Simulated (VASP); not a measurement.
# ZnB6 (Pm-3m) in VASP: a series of runs

ZnB6 is run at these levels: PBE; tasks: single point, relaxation of cell and atoms.

All numbers are computed with VASP 6.6.1; they aren't measurements. Logs are shortened: lines on timing, memory, paths and dates and some standing lists are left out, and cuts for length are marked.

### 1 The cell of the first run

Symmetry: Pm-3m, No. 221, cubic system. Conventional cell: a = 3.876 Å, b = 3.876 Å, c = 3.876 Å, α = 90.00°, β = 90.00°, γ = 90.00°. Within 3.9 Å of Zn (site symmetry m-3m) lie 24 B at 2.85 Å and 6 Zn at 3.88 Å. Within 2.1 Å of B (site symmetry 4mm) lie 5 B at 1.54 to 1.65 Å.

The cell was generated, and may not be a known phase.

### 2 Single point, PBE

Input file INCAR:

```
PREC     = Accurate       # precision mode
ENCUT    = 500            # plane-wave cutoff, eV
EDIFF    = 1E-6           # SCF threshold, eV
ISMEAR   = 0              # smearing method
SIGMA    = 0.1            # smearing width, eV
LREAL    = F              # projectors in reciprocal space
LASPH    = T              # aspherical terms in the spheres
NELM     = 120            # most SCF steps
ALGO     = Normal         # electronic algorithm
ISIF     = 2              # what is computed and relaxed
LWAVE    = F              # write WAVECAR
LCHARG   = F              # write CHGCAR
GGA      = PE             # functional
NBANDS   = 24             # bands
GGA_COMPAT= F
```

Input file KPOINTS:

```
Automatic mesh
0
Gamma
  4 4 4
```

Input file POSCAR:

```
ZnB6
1.0
    3.8757719300      0.0000000000      0.0000000000
    0.0000000000      3.8757719300      0.0000000000
    0.0000000000      0.0000000000      3.8757719300
Zn B
1 6
Direct
    0.0000000000      0.0000000000      0.0000000000
    0.8015031200      0.5000000000      0.5000000000
    0.1984968800      0.5000000000      0.5000000000
    0.5000000000      0.5000000000      0.8015031200
    0.5000000000      0.5000000000      0.1984968800
    0.5000000000      0.1984968800      0.5000000000
    0.5000000000      0.8015031200      0.5000000000
```

Potentials or basis: VASP PAW PBE potentials, release 64 (Zn, B).

The run is started by

```console
$ cat potpaw_PBE.64/Zn/POTCAR potpaw_PBE.64/B/POTCAR > POTCAR
$ mpirun -np 1 vasp_std > vasp.out
```

OUTCAR:

```text
PREC = Accurate
   ENCUT = 500
   EDIFF = 1E-6
   ISMEAR = 0
   LREAL = F
   LASPH = T
   NELM = 120
   ISIF = 2
   GGA = PE

 ion  position               nearest neighbor table
   1  0.000  0.000  0.000-
   2  0.802  0.500  0.500-   3 1.54   4 1.65   5 1.65   6 1.65   7 1.65
   3  0.198  0.500  0.500-   2 1.54   4 1.65   5 1.65   6 1.65   7 1.65
   4  0.500  0.500  0.802-   5 1.54   3 1.65   2 1.65   6 1.65   7 1.65
   5  0.500  0.500  0.198-   4 1.54   3 1.65   2 1.65   6 1.65   7 1.65
   6  0.500  0.198  0.500-   7 1.54   3 1.65   4 1.65   5 1.65   2 1.65
   7  0.500  0.802  0.500-   6 1.54   3 1.65   4 1.65   5 1.65   2 1.65

  LATTYP: Found a simple cubic cell.
 ALAT       =     3.8757719300

  Lattice vectors:

 A1 = (   3.8757719300,   0.0000000000,   0.0000000000)
 A2 = (   0.0000000000,   3.8757719300,   0.0000000000)
 A3 = (   0.0000000000,   0.0000000000,   3.8757719300)

Analysis of symmetry for initial positions (statically):
=====================================================================
 Subroutine PRICEL returns:
 Original cell was already a primitive cell.

 Routine SETGRP: Setting up the symmetry group for a
 simple cubic supercell.

 Subroutine GETGRP returns: Found 48 space group operations
 (whereof 48 operations were pure point group operations)
 out of a pool of 48 trial point group operations.

The static configuration has the point symmetry O_h .

Analysis of symmetry for dynamics (positions and initial velocities):
=====================================================================
 Subroutine PRICEL returns:
 Original cell was already a primitive cell.

 Routine SETGRP: Setting up the symmetry group for a
 simple cubic supercell.

 Subroutine GETGRP returns: Found 48 space group operations
 (whereof 48 operations were pure point group operations)
 out of a pool of 48 trial point group operations.

The dynamic configuration has the point symmetry O_h .

 Subroutine INISYM returns: Found 48 space group operations
 (whereof 48 operations are pure point group operations),
 and found     1 'primitive' translations

----------------------------------------------------------------------------------------

                                     Primitive cell

  volume of cell :      58.2203

  direct lattice vectors                    reciprocal lattice vectors
     3.875771930  0.000000000  0.000000000     0.258013118  0.000000000  0.000000000
     0.000000000  3.875771930  0.000000000     0.000000000  0.258013118  0.000000000
     0.000000000  0.000000000  3.875771930     0.000000000  0.000000000  0.258013118

  length of vectors
     3.875771930  3.875771930  3.875771930     0.258013118  0.258013118  0.258013118

  position of ions in fractional coordinates (direct lattice)
     0.000000000  0.000000000  0.000000000
     0.801503120  0.500000000  0.500000000
     0.198496880  0.500000000  0.500000000
     0.500000000  0.500000000  0.801503120
     0.500000000  0.500000000  0.198496880
     0.500000000  0.198496880  0.500000000
     0.500000000  0.801503120  0.500000000

  ion indices of the primitive-cell ions
   primitive index   ion index
                 1           1
                 2           2
                 3           3
                 4           4
                 5           5
                 6           6
                 7           7

----------------------------------------------------------------------------------------

 KPOINTS: Automatic mesh

Automatic generation of k-mesh.
 Grid dimensions read from file:
 generate k-points for:    4    4    4

 Generating k-lattice:

  Cartesian coordinates                     Fractional coordinates (reciprocal lattice)
     0.064503279  0.000000000  0.000000000     0.250000000  0.000000000  0.000000000
     0.000000000  0.064503279  0.000000000     0.000000000  0.250000000  0.000000000
     0.000000000  0.000000000  0.064503279     0.000000000  0.000000000  0.250000000

  Length of vectors
     0.064503279  0.064503279  0.064503279

  Shift w.r.t. Gamma in fractional coordinates (k-lattice)
     0.000000000  0.000000000  0.000000000

 Subroutine IBZKPT returns following result:
 ===========================================

 Found     10 irreducible k-points:

 Following reciprocal coordinates:
            Coordinates               Weight
  0.000000  0.000000  0.000000      1.000000
  0.250000  0.000000  0.000000      6.000000
  0.500000  0.000000  0.000000      3.000000
  0.250000  0.250000  0.000000     12.000000
  0.500000  0.250000  0.000000     12.000000
  0.500000  0.500000  0.000000      3.000000
  0.250000  0.250000  0.250000      8.000000
  0.500000  0.250000  0.250000     12.000000
  0.500000  0.500000  0.250000      6.000000
  0.500000  0.500000  0.500000      1.000000
   k-points           NKPTS =     10   k-points in BZ     NKDIM =     10   number of bands    NBANDS=     24
   number of dos      NEDOS =    301   number of ions     NIONS =      7
[... 77 lines left out ...]
      5      -2.4884      2.00000
      6      -2.4884      2.00000
[... 16 lines left out ...]
     23      13.9442      0.00000
     24      13.9442      0.00000

 k-point     2 :       0.2500    0.0000    0.0000
  band No.  band energies     occupation
      1     -10.7659      2.00000
      2      -4.9991      2.00000
      3      -2.7971      2.00000
      4      -2.7971      2.00000
      5      -2.7708      2.00000
      6      -2.6746      2.00000
[... 16 lines left out ...]
     23      14.6697      0.00000
     24      16.1075      0.00000

 k-point     3 :       0.5000    0.0000    0.0000
  band No.  band energies     occupation
      1     -10.5117      2.00000
      2      -5.9470      2.00000
      3      -2.8848      2.00000
      4      -2.8848      2.00000
      5      -2.5967      2.00000
      6      -2.4665      2.00000
[... 16 lines left out ...]
     23      14.1725      0.00000
     24      17.0358      0.00000

 k-point     4 :       0.2500    0.2500    0.0000
  band No.  band energies     occupation
      1     -10.5791      2.00000
      2      -4.9327      2.00000
      3      -4.1194      2.00000
      4      -2.7436      2.00000
      5      -2.6896      2.00000
      6      -2.5944      2.00000
[... 16 lines left out ...]
     23      15.6357      0.00000
     24      15.9950      0.00000

 k-point     5 :       0.5000    0.2500    0.0000
  band No.  band energies     occupation
      1     -10.3598      2.00000
      2      -5.5257      2.00000
      3      -4.0201      2.00000
      4      -2.7459      2.00000
      5      -2.6902      2.00000
      6      -2.6022      2.00000
[... 16 lines left out ...]
     23      14.6078      0.00000
     24      16.1500      0.00000

 k-point     6 :       0.5000    0.5000    0.0000
  band No.  band energies     occupation
      1     -10.1867      2.00000
      2      -4.8682      2.00000
      3      -4.8682      2.00000
      4      -2.7948      2.00000
      5      -2.7805      2.00000
      6      -2.6082      2.00000
[... 16 lines left out ...]
     23      14.3356      0.00000
     24      16.0913      0.00000

 k-point     7 :       0.2500    0.2500    0.2500
  band No.  band energies     occupation
      1     -10.4108      2.00000
      2      -4.7484      2.00000
      3      -3.9229      2.00000
      4      -3.9229      2.00000
      5      -2.5901      2.00000
      6      -2.5569      2.00000
[... 16 lines left out ...]
     23      15.6070      0.00000
     24      17.3098      0.00000

 k-point     8 :       0.5000    0.2500    0.2500
  band No.  band energies     occupation
      1     -10.2166      2.00000
      2      -5.1556      2.00000
      3      -3.9247      2.00000
      4      -3.7238      2.00000
      5      -2.5994      2.00000
      6      -2.5753      2.00000
[... 16 lines left out ...]
     23      15.0198      0.00000
     24      15.2894      0.00000

 k-point     9 :       0.5000    0.5000    0.2500
  band No.  band energies     occupation
      1     -10.0549      2.00000
      2      -4.6369      2.00000
      3      -4.6369      2.00000
      4      -3.6333      2.00000
      5      -2.5852      2.00000
      6      -2.4427      2.00000
[... 16 lines left out ...]
     23      13.9093      0.00000
     24      15.3754      0.00000

 k-point    10 :       0.5000    0.5000    0.5000
  band No.  band energies     occupation
      1      -9.9075      2.00000
      2      -4.3779      2.00000
      3      -4.3779      2.00000
      4      -4.3779      2.00000
      5      -2.4093      2.00000
      6      -2.4093      2.00000
[... 16 lines left out ...]
     23      13.9708      0.00000
     24      15.0471      0.00000

------------------------ aborting loop because EDIFF is reached ----------------------------------------

  FORCE on cell =-STRESS in cart. coord.  units (eV):
  Direction    XX          YY          ZZ          XY          YZ          ZX
  --------------------------------------------------------------------------------------
  -------------------------------------------------------------------------------------
  Total       14.0056014     14.0056014     14.0056014      0.0000000      0.0000000      0.0000000
  in kB      385.4230685    385.4230685    385.4230685      0.0000000      0.0000000      0.0000000
  external PRESSURE =     385.4230685 kB  Pullay stress =       0.0000000 kB

 VOLUME and BASIS-vectors are now :
 -----------------------------------------------------------------------------
  energy-cutoff  :      500.00
  volume of cell :       58.22
      direct lattice vectors                 reciprocal lattice vectors
     3.875771930  0.000000000  0.000000000     0.258013118  0.000000000  0.000000000
     0.000000000  3.875771930  0.000000000     0.000000000  0.258013118  0.000000000
     0.000000000  0.000000000  3.875771930     0.000000000  0.000000000  0.258013118

 POSITION                                       TOTAL-FORCE (eV/Angst)
 -----------------------------------------------------------------------------------
      0.00000      0.00000      0.00000        -0.000000      0.000000     -0.000000
      3.10644      1.93789      1.93789         0.641870     -0.000000     -0.000000
      0.76933      1.93789      1.93789        -0.641870      0.000000      0.000000
      1.93789      1.93789      3.10644        -0.000000      0.000000      0.641870
      1.93789      1.93789      0.76933        -0.000000     -0.000000     -0.641870
      1.93789      0.76933      1.93789        -0.000000     -0.641870      0.000000
      1.93789      3.10644      1.93789        -0.000000      0.641870      0.000000
 -----------------------------------------------------------------------------------
    total drift:                               -0.000000      0.000000      0.000000

  FREE ENERGIE OF THE ION-ELECTRON SYSTEM (eV)
  ---------------------------------------------------
  free  energy   TOTEN  =       -37.5689621852 eV

  energy  without entropy=      -37.5623394186  energy(sigma->0) =      -37.56565080
```

Wall time 22 s (1 thread of Intel Xeon Platinum 8488C (Sapphire Rapids), shared host); peak memory 0.15 GiB.

Results:

```yaml
Free_energy: -37.5690 eV
Pressure: 38.5 GPa
Largest_force: 0.642 eV/Å
Band_gap_on_the_k_mesh: zero (bands 15 and 16 overlap by 1.38 eV)
```

Forces in eV/Å, atoms in the order of the input:
```
Zn   0.000  0.000  0.000
B    0.642  0.000  0.000
B   -0.642  0.000  0.000
B    0.000  0.000  0.642
B    0.000  0.000 -0.642
B    0.000 -0.642  0.000
B    0.000  0.642  0.000
```

Caveat: the k points lie up to 0.41 Å⁻¹ apart, too coarse for converged energies and pressures of a metal.

### 3 Single point, PBE

This run uses another cell than the first one, of 10.07 Å³/atom.

Input file INCAR:

```
SYSTEM = ZnB6
ALGO = Normal
EDIFF = 1E-6
ENCUT = 500
GGA = PE
GGA_COMPAT = .False.
ISIF = 2
ISMEAR = 0
LASPH = .True.
LCHARG = .True.
LELF = .True.
LREAL = .False.
LVHAR = .True.
LWAVE = .False.
NBANDS = 24
NELM = 120
PREC = Accurate
SIGMA = 0.1
```

Input file KPOINTS:

```
k-points
0
Gamma
  4 4 4
  0 0 0
```

Input file POSCAR:

```
ZnB6
1.0
    4.1306808803      0.0000000000      0.0000000000
    0.0000000000      4.1306808803      0.0000000000
    0.0000000000      0.0000000000      4.1306808803
Zn B
1 6
Direct
    0.0000000000      0.0000000000      0.0000000000
    0.8011286998      0.5000000000      0.5000000000
    0.1988713002      0.5000000000      0.5000000000
    0.5000000000      0.5000000000      0.8011286998
    0.5000000000      0.5000000000      0.1988713002
    0.5000000000      0.1988713002      0.5000000000
    0.5000000000      0.8011286998      0.5000000000
```

Potentials or basis: VASP PAW PBE potentials, release 64 (Zn, B).

The run is started by

```console
$ cat potpaw_PBE.64/Zn/POTCAR potpaw_PBE.64/B/POTCAR > POTCAR
$ mpirun -np 1 vasp_std > vasp.out
```

It took 28 s on 1 thread of Intel Xeon Platinum 8488C (Sapphire Rapids), shared host; peak memory 0.16 GiB.

Results (log left out):

| Quantity | Value |
| --- | --- |
| Free energy | -38.8695 eV |
| Pressure | 0.1 GPa |
| Largest force | 0.015 eV/Å |
| Band gap on the k mesh | zero (bands 15 and 16 overlap by 1.29 eV) |

Forces on the atoms (eV/Å):
```
Zn   0.000  0.000  0.000
B    0.015  0.000  0.000
B   -0.015  0.000  0.000
B    0.000  0.000  0.015
B    0.000  0.000 -0.015
B    0.000 -0.015  0.000
B    0.000  0.015  0.000
```

Levels at points of the mesh, in eV from the Fermi level:
```tsv
k point	band 11	band 12	band 13	band 14	band 15	band 16	band 17	band 18	band 19	band 20
(0.00, 0.00, 0.00)	-4.50	-4.50	0.61	0.62	0.62	0.62	3.46	3.46	3.46	5.32
(0.50, 0.00, 0.00)	-4.42	-2.12	-2.12	-1.40	-0.34	0.70	2.06	5.27	5.27	5.64
(0.50, 0.50, 0.00)	-4.77	-1.58	-1.58	-1.07	-1.07	1.61	2.72	2.72	4.94	7.87
(0.50, 0.50, 0.50)	-4.35	-4.35	-1.61	-0.67	-0.67	-0.67	6.70	7.27	7.27	7.27
```

Caveat: the k points lie up to 0.38 Å⁻¹ apart, too coarse for converged energies and pressures of a metal.

### 4 Relaxation of cell and atoms, PBE

Input file INCAR:

```
SYSTEM = ZnB6
ALGO     = Normal         ! electronic algorithm
EDIFF    = 1E-7           ! SCF threshold, eV
EDIFFG   = -0.04          ! ionic threshold
ENCUT    = 500            ! plane-wave cutoff, eV
GGA      = PE             ! functional
GGA_COMPAT= .False.      
IBRION   = 2              ! ionic algorithm
ISIF     = 3              ! what is computed and relaxed
ISMEAR   = 0              ! smearing method
LASPH    = .True.         ! aspherical terms in the spheres
LCHARG   = .False.        ! write CHGCAR
LREAL    = .False.        ! projectors in reciprocal space
LWAVE    = .False.        ! write WAVECAR
NELM     = 120            ! most SCF steps
NELMIN   = 4            
NSW      = 90             ! ionic steps
PREC     = Accurate       ! precision mode
SIGMA    = 0.1            ! smearing width, eV
```

KPOINTS is that of step 3.

Input file POSCAR:

```
ZnB6
1.0
    3.8757719300      0.0000000000      0.0000000000
    0.0000000000      3.8757719300      0.0000000000
    0.0000000000      0.0000000000      3.8757719300
Zn B
1 6
Direct
    0.0000000000      0.0000000000      0.0000000000
    0.8015031200      0.5000000000      0.5000000000
    0.1984968800      0.5000000000      0.5000000000
    0.5000000000      0.5000000000      0.8015031200
    0.5000000000      0.5000000000      0.1984968800
    0.5000000000      0.1984968800      0.5000000000
    0.5000000000      0.8015031200      0.5000000000
```

The run is started by

```console
$ cat potpaw_PBE.64/Zn/POTCAR potpaw_PBE.64/B/POTCAR > POTCAR
$ mpirun -np 1 vasp_std > vasp.out
```

Wall time 61 s (1 thread of Intel Xeon Platinum 8488C (Sapphire Rapids), shared host); peak memory 0.15 GiB.

It converged, with:

- Free energy: -38.8628 eV
- Relaxed volume: 10.10 Å³/atom
- Relaxed cell: a = 4.135 Å, b = 4.135 Å, c = 4.135 Å, α = 90.00°, β = 90.00°, γ = 90.00°
- Space group after relaxing (to 0.1 Å): Pm-3m (No. 221)
- Energy gained by relaxing: 184.8 meV/atom
- Ionic steps: 5
- Pressure after relaxing: -0.3 GPa
- Largest force after relaxing: 0.036 eV/Å
- Band gap on the k mesh: zero (bands 15 and 16 overlap by 1.29 eV)

Forces on the atoms (eV/Å):
```
Zn   0.000  0.000  0.000
B    0.036  0.000  0.000
B   -0.036  0.000  0.000
B    0.000  0.000  0.036
B    0.000  0.000 -0.036
B    0.000 -0.036  0.000
B    0.000  0.036  0.000
```

The path:
```
step  energy change (eV)  largest force (eV/Å)  pressure (GPa)  volume (Å³)
   1              0.0000                0.6420           38.55        58.22
   2             -0.7973                2.3496          -10.81        76.76
   3             -1.1768                1.6363            2.40        69.08
   4             -0.8823                2.5916           -2.80        74.10
   5             -1.2938                0.0361           -0.32        70.69
```

Final structure:
```xyz
7
Lattice="4.1349 0.0000 0.0000 0.0000 4.1349 0.0000 0.0000 0.0000 4.1349" Properties=species:S:1:pos:R:3 pbc="T T T"
Zn    0.0000    4.1349    0.0000
B     3.3121    2.0674    2.0674
B     0.8227    2.0674    2.0674
B     2.0674    2.0674    3.3121
B     2.0674    2.0674    0.8227
B     2.0674    0.8227    2.0674
B     2.0674    3.3121    2.0674
```

Levels at points of the mesh, in eV from the Fermi level:
```csv
k point,band 11,band 12,band 13,band 14,band 15,band 16,band 17,band 18,band 19
"(0.00, 0.00, 0.00)",-4.48,-4.48,0.61,0.62,0.62,0.62,3.47,3.47,3.47
"(0.50, 0.00, 0.00)",-4.41,-2.10,-2.10,-1.39,-0.34,0.70,2.07,5.27,5.27
"(0.50, 0.50, 0.00)",-4.75,-1.57,-1.57,-1.06,-1.06,1.61,2.73,2.73,4.95
"(0.50, 0.50, 0.50)",-4.32,-4.32,-1.60,-0.66,-0.66,-0.66,6.68,7.26,7.26
```

Caveat: the k points lie up to 0.38 Å⁻¹ apart in the final cell, too coarse for converged energies and pressures of a metal; the volume moved by over 15 % at a fixed basis, so the end points are rough.

### 5 Summary

```csv
task,cell,gap on the mesh (eV),pressure (GPa),largest force (eV/Å)
single point,"a = 3.876 Å, 7 atoms, atomic positions A",none,38.5,0.64
single point,"a = 4.131 Å, 7 atoms, atomic positions B",none,0.1,0.01
relaxation of cell and atoms,"relaxed from a = 3.876 Å, 7 atoms, atomic positions A",none,-0.3,0.04
```

Alike in all rows: level PBE; potentials or basis VASP PAW PBE potentials, release 64 (Zn, B); no spin polarisation; k mesh 4 × 4 × 4; cutoff (eV) 500; smearing gaussian 0.1 eV.

Caveats: all runs use coarse meshes; the volume moved by over 15 % at a fixed basis, so the end points are rough (at least some runs).

Total energies depend on the potentials used, so only differences within one code and one set of settings carry meaning.
